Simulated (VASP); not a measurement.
Write the native input for VASP 6.6.1 that does the following.

```
Task                   : single point
Functional             : PBE
Potentials or basis    : VASP PAW PBE potentials, release 64 (Ti_sv, Co)
Cutoff                 : 520 eV
k mesh                 : 16 × 16 × 16
Occupations            : gaussian, width 0.15 eV
Spin                   : collinear spin, ferromagnetic start
Starting moments       : [0.0, 0.6] μB
Dipole correction      : no
Further INCAR settings : ALGO = Fast; EDIFF = 1e-06; NBANDS = 22
```

The structure of TiCo lies in POSCAR:

```
TiCo
1.0
    2.9861109900      0.0000000000      0.0000000000
    0.0000000000      2.9861109900      0.0000000000
    0.0000000000      0.0000000000      2.9861109900
Ti Co
1 1
Direct
    0.0000000000      0.0000000000     -0.0334883735
    0.5000000000      0.5000000000      0.5000000000
```

This cell differs from its parent crystal: all Ti atoms moved -0.100 Å, as atom 1 along Cartesian [0 0 1].

One way to write it, as run:

INCAR

```
SYSTEM = TiCo
ALGO = Fast ; EDIFF = 1E-6
ENCUT = 520 ; GGA = PE
ISIF = 2 ; ISMEAR = 0
ISPIN = 2 ; LASPH = .TRUE.
LCHARG = .FALSE. ; LMAXMIX = 4
LORBIT = 11 ; LREAL = .FALSE.
LWAVE = .FALSE. ; MAGMOM = 0 0.6
NBANDS = 22 ; NELM = 150
PREC = Accurate ; SIGMA = 0.15
```

KPOINTS

```
k-points
0
G
  16 16 16
  0 0 0
```

Potentials or basis: VASP PAW PBE potentials, release 64 (Ti_sv, Co).

Command:

```console
$ cat potpaw_PBE.64/Ti_sv/POTCAR potpaw_PBE.64/Co/POTCAR > POTCAR
$ mpirun -np 1 vasp_std > vasp.out
```

It gave:

```json
{"Pressure": "-0.2 GPa", "Largest force": "0.489 eV/Å", "Net moment": "0.85 μB per cell", "Site moments": "Ti -0.03; Co +0.93 μB", "Valence electrons inside the program's atomic spheres": "Ti 10.29; Co 8.29"}
```

Caveat: the cell differs from its parent crystal (all Ti atoms moved -0.100 Å, as atom 1 along Cartesian [0 0 1]).

Run time: 3 min on 1 thread of Intel(R) Xeon(R) 6975P-C (Granite Rapids) (shared host), peak memory 0.45 GiB.
